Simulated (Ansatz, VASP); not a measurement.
# Two plane-wave programs on HfO2

```
Hf O
1.0
     5.29360    0.00000    0.00000
     0.00000    5.06909    0.00000
     0.00000    0.00000    5.10110
Hf O
4 8
Direct
  0.03264 0.23369 0.24200
  0.46736 0.23369 0.74200
  0.53264 0.76631 0.24200
  0.96736 0.76631 0.74200
  0.27077 0.96278 0.49217
  0.22923 0.96278 0.99217
  0.63453 0.56762 0.59883
  0.86547 0.56762 0.09883
  0.36547 0.43238 0.09883
  0.13453 0.43238 0.59883
  0.77077 0.03722 0.49217
  0.72923 0.03722 0.99217
```

Alike in both runs: functional PBE; k mesh 4 × 4 × 4; no spin polarisation.

Ansatz relaxed the structure, and its values are those at the end. VASP's run is a single point on that final structure, the one shown.

|  | VASP | Ansatz |
| --- | --- | --- |
| version | VASP 6.6.1 | Ansatz 0.2.0 |
| potentials or method | VASP PAW PBE potentials, release 64 (Hf_pv, O) | scalar-relativistic, plane waves, PAW |
| plane-wave cutoff (eV) | 520 | 420 |
| occupations | gaussian, width 0.01 eV | fixed |
| valence electrons in the cell | 88 | 152 |

Ansatz gave:

| Item | Value |
| --- | --- |
| gap on the k mesh at the Fermi level (eV) | 4.41 |
| least direct gap on the mesh (eV) | 4.62 |
| pressure (GPa) | 0.0 |
| rms of the force components (eV/Å) | 0.001 |

Task: Which values does VASP return?

Result: gap on the k mesh at the Fermi level (eV): 4.36; least direct gap on the mesh (eV): 4.57; pressure (GPa): -3.1; rms of the force components (eV/Å): 0.026.

VASP's potentials hold 88 valence electrons a cell and Ansatz's 152, so a difference there can come from the potentials and not from the codes. Ansatz's warnings: stress scf threshold loose.

Neither program's run includes spin-orbit coupling.
